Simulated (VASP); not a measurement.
# Ti (Im-3m) in VASP: further runs, part 2 of 3

VASP 6.6.1. Earlier steps stand in the parts before.

## Step 3: Single point, PBE, collinear spin (15.19 Å³/atom)

This run uses another cell than the first one, of 15.19 Å³/atom.

INCAR reads:

```
ALGO     = Normal         # electronic algorithm
EDIFF    = 1E-6           # SCF threshold, eV
ENCUT    = 520            # plane-wave cutoff, eV
GGA      = PE             # functional
ISIF     = 2              # what is computed and relaxed
ISMEAR   = -1             # smearing method
ISPIN    = 2              # spin polarisation
LASPH    = True           # aspherical terms in the spheres
LCHARG   = True           # write CHGCAR
LELF     = True           # ELF
LMAXMIX  = 4              # l up to which the mixer works
LORBIT   = 11             # projections on sites
LREAL    = False          # projectors in reciprocal space
LVHAR    = True         
LWAVE    = False          # write WAVECAR
MAGMOM   = 1              # initial moments
NBANDS   = 16             # bands
NELM     = 150            # most SCF steps
PREC     = Accurate       # precision mode
SIGMA    = 0.05           # smearing width, eV
```

KPOINTS reads:

```
k-points
0
Gamma
  22 22 22
```

POSCAR reads:

```
Ti
1.0
   -1.5601010892      1.5601010892      1.5601010892
    1.5601010892     -1.5601010892      1.5601010892
    1.5601010892      1.5601010892     -1.5601010892
Ti
1
Direct
    0.0000000000      0.0000000000      0.0000000000
```

Potentials or basis: VASP PAW PBE potentials, release 64 (Ti_sv).

The run is started by

```bash
> cat potpaw_PBE.64/Ti_sv/POTCAR > POTCAR
> mpirun -np 1 vasp_std > vasp.out
```

OUTCAR:

```text
EDIFF = 1E-6
   ENCUT = 520
   GGA = PE
   ISIF = 2
   ISMEAR = -1
   ISPIN = 2
   LASPH = True
   LORBIT = 11
   LREAL = False
   NELM = 150
   PREC = Accurate

 ion  position               nearest neighbor table
   1  0.000  0.000  0.000-

  LATTYP: Found a body centered cubic cell.
 ALAT       =     3.1202021784

  Lattice vectors:

 A1 = (  -1.5601010892,   1.5601010892,   1.5601010892)
 A2 = (   1.5601010892,  -1.5601010892,   1.5601010892)
 A3 = (   1.5601010892,   1.5601010892,  -1.5601010892)

Analysis of symmetry for initial positions (statically):
=====================================================================
 Subroutine PRICEL returns:
 Original cell was already a primitive cell.

 Routine SETGRP: Setting up the symmetry group for a
 body centered cubic supercell.

 Subroutine GETGRP returns: Found 48 space group operations
 (whereof 48 operations were pure point group operations)
 out of a pool of 48 trial point group operations.

The static configuration has the point symmetry O_h .

Analysis of symmetry for dynamics (positions and initial velocities):
=====================================================================
 Subroutine PRICEL returns:
 Original cell was already a primitive cell.

 Routine SETGRP: Setting up the symmetry group for a
 body centered cubic supercell.

 Subroutine GETGRP returns: Found 48 space group operations
 (whereof 48 operations were pure point group operations)
 out of a pool of 48 trial point group operations.

The dynamic configuration has the point symmetry O_h .

Analysis of structural, dynamic, and magnetic symmetry:
=====================================================================
 Subroutine PRICEL returns:
 Original cell was already a primitive cell.

 Routine SETGRP: Setting up the symmetry group for a
 body centered cubic supercell.

 Subroutine GETGRP returns: Found 48 space group operations
 (whereof 48 operations were pure point group operations)
 out of a pool of 48 trial point group operations.
[... 134 lines left out ...]
   NGX =  9   NGY =  9   NGZ =  9

 number of electron      11.9999993 magnetization       0.0040643

 number of electron      11.9999993 magnetization      -0.0006449

 Free energy of the ion-electron system (eV)
  ---------------------------------------------------
  ext. energy  EPLUGINS =         0.00000000
  ---------------------------------------------------
  free energy    TOTEN  =        -7.63930356 eV

  energy without entropy =       -7.62393720  energy(sigma->0) =       -7.63162038

 E-fermi :   9.5557     XC(G=0): -12.1384

 val. band max:        9.5548910797   @ k =   0.3182   0.1818   0.1364
 cond. band min:       9.5631183968   @ k =   0.2727   0.2273   0.0000
 fundamental gap:      0.0082273171
 Fermi energy:         9.5556593199

 spin component 1

 k-point     1 :       0.0000    0.0000    0.0000
  band No.  band energies     occupation
      1     -46.7294      1.00000
      2     -22.3902      1.00000
      3     -22.3902      1.00000
      4     -22.3902      1.00000
      5       3.3431      1.00000
      6      10.6583      0.00000
[... 435 lines left out ...]
      5       4.7546      1.00000
      6      10.0917      0.00002
[... 8 lines left out ...]
     15      33.5572      0.00000
     16      36.5624      0.00000

 [... further k-points ...]

 spin component 2

 k-point     1 :       0.0000    0.0000    0.0000
  band No.  band energies     occupation
      1     -46.7297      1.00000
      2     -22.3906      1.00000
      3     -22.3906      1.00000
      4     -22.3906      1.00000
      5       3.3426      1.00000
      6      10.6578      0.00000
[... 435 lines left out ...]
      5       4.7541      1.00000
      6      10.0912      0.00002
[... 8 lines left out ...]
     15      33.5567      0.00000
     16      36.5618      0.00000

 [... further k-points ...]

------------------------ aborting loop because EDIFF is reached ----------------------------------------

  FORCE on cell =-STRESS in cart. coord.  units (eV):
  Direction    XX          YY          ZZ          XY          YZ          ZX
  --------------------------------------------------------------------------------------
  -------------------------------------------------------------------------------------
  Total        1.5473348      1.5473348      1.5473348     -0.0000000     -0.0000000     -0.0000000
  in kB      163.2212349    163.2212349    163.2212349     -0.0000000     -0.0000000     -0.0000000
  external PRESSURE =     163.2212349 kB  Pullay stress =       0.0000000 kB

 VOLUME and BASIS-vectors are now :
 -----------------------------------------------------------------------------
  energy-cutoff  :      520.00
  volume of cell :       15.19
      direct lattice vectors                 reciprocal lattice vectors
    -1.560101089  1.560101089  1.560101089     0.000000000  0.320492052  0.320492052
     1.560101089 -1.560101089  1.560101089     0.320492052  0.000000000  0.320492052
     1.560101089  1.560101089 -1.560101089     0.320492052  0.320492052  0.000000000

 POSITION                                       TOTAL-FORCE (eV/Angst)
 -----------------------------------------------------------------------------------
      0.00000      0.00000      0.00000         0.000000      0.000000      0.000000
 -----------------------------------------------------------------------------------
    total drift:                                0.000000     -0.000000      0.000000

  FREE ENERGIE OF THE ION-ELECTRON SYSTEM (eV)
  ---------------------------------------------------
  free  energy   TOTEN  =        -7.6393035601 eV

  energy  without entropy=       -7.6239371996  energy(sigma->0) =       -7.63162038

 total charge

# of ion       s       p       d       tot
------------------------------------------
    1        2.271   6.132   2.039  10.443

 magnetization (x)

# of ion       s       p       d       tot
------------------------------------------
    1       -0.000  -0.000  -0.000  -0.000
```

OSZICAR:

```text
N       E                     dE             d eps       ncg     rms          rms(c)
DAV:   1     0.880258737221E+02    0.88026E+02   -0.56459E+03 21296   0.886E+02
DAV:   2    -0.442545720167E+01   -0.92451E+02   -0.88267E+02 23344   0.250E+02
DAV:   3    -0.822231306560E+01   -0.37969E+01   -0.37731E+01 24504   0.511E+01
DAV:   4    -0.829277166357E+01   -0.70459E-01   -0.70439E-01 25296   0.632E+00
DAV:   5    -0.829401674785E+01   -0.12451E-02   -0.12451E-02 24440   0.737E-01    0.102E+01
DAV:   6    -0.759940839405E+01    0.69461E+00   -0.92115E-01 22344   0.145E+01    0.300E+00
DAV:   7    -0.761394624082E+01   -0.14538E-01   -0.10638E-01 28968   0.323E+00    0.171E+00
DAV:   8    -0.762883361745E+01   -0.14887E-01   -0.19794E-02 21616   0.142E+00    0.977E-01
DAV:   9    -0.763856291390E+01   -0.97293E-02   -0.14652E-02 22416   0.105E+00    0.384E-01
DAV:  10    -0.763927235273E+01   -0.70944E-03   -0.11582E-03 26856   0.231E-01    0.546E-02
DAV:  11    -0.763930695140E+01   -0.34599E-04   -0.11676E-04 22448   0.931E-02    0.241E-02
DAV:  12    -0.763930494088E+01    0.20105E-05   -0.33050E-05 23816   0.526E-02    0.121E-02
DAV:  13    -0.763930338847E+01    0.15524E-05   -0.25880E-06 25696   0.148E-02    0.307E-03
DAV:  14    -0.763930356010E+01   -0.17164E-06   -0.13998E-07 12016   0.321E-03
   1 F= -.76393036E+01 E0= -.76316204E+01  d E =-.153664E-01  mag=    -0.0000
```

It took 2.8 min on 1 thread of Intel Xeon 8259CL, shared host; peak memory 0.22 GiB.

What came out:

```yaml
Free_energy: -7.6393 eV
Pressure: 16.3 GPa
Band_gap_on_the_k_mesh: zero (filled and empty bands overlap)
Net_moment: 0.00 μB per cell
Valence_electrons_inside_the_program's_atomic_spheres: Ti 10.44
```

Caveat: the cell stands under pressure.

(Continued in part 3 of 3.)
